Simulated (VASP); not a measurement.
The system is Eu.

```
Eu
1.0
    -2.27550    2.27550    2.27550
     2.27550   -2.27550    2.27550
     2.27550    2.27550   -2.27550
Eu
1
Direct
  0.00000 0.00000 0.00000
```

| Property | Result |
| --- | --- |
| Program | VASP 6.6.1 |
| Task | relaxation of cell and atoms |
| Functional | PBEsol |
| Potentials or basis | VASP PAW PBE potentials, release 64 (Eu) |
| Cutoff | 600 eV |
| k mesh | 10 × 10 × 10 |
| Occupations | fermi-dirac, width 0.05 eV |
| Spin | collinear spin, ferromagnetic start |
| Starting moments | [7.0] μB |

At the start: pressure -2.6 GPa; volume 47.13 Å³/atom.

Q: How do energy, volume and symmetry change on relaxing?

A: Over 8 steps the energy falls by 93.8 meV/atom and the volume is 37.39 Å³/atom (-20.7 %); space group Im-3m (No. 229, to 0.05 Å); moment 7.24 μB per cell.

The path:
| step | energy change (eV) | largest force (eV/Å) | pressure (GPa) | volume (Å³) |
| --- | --- | --- | --- | --- |
| 1 | 0.0000 | 0.0000 | -2.56 | 47.13 |
| 2 | -0.0663 | 0.0000 | -1.64 | 42.18 |
| 3 | -0.0927 | 0.0000 | -0.39 | 38.27 |
| 4 | -0.0937 | 0.0000 | -0.06 | 37.22 |
| 5 | -0.0936 | 0.0000 | 0.12 | 37.04 |
| 6 | -0.0937 | 0.0000 | 0.08 | 37.23 |
| 7 | -0.0937 | 0.0000 | -0.10 | 37.59 |
| 8 | -0.0938 | 0.0000 | -0.02 | 37.39 |

Final structure:
```
Eu
1.0
    -2.10648    2.10648    2.10648
     2.10648   -2.10648    2.10648
     2.10648    2.10648   -2.10648
Eu
1
Direct
  0.00000 0.00000 0.00000
```

Caveat: the volume moved by over 15 % at a fixed basis, so the end points are rough; the PAW data sets were made with another functional, which shifts forces and pressure a little; the volume moved by -21 % from the deposited cell, more than functionals usually miss.
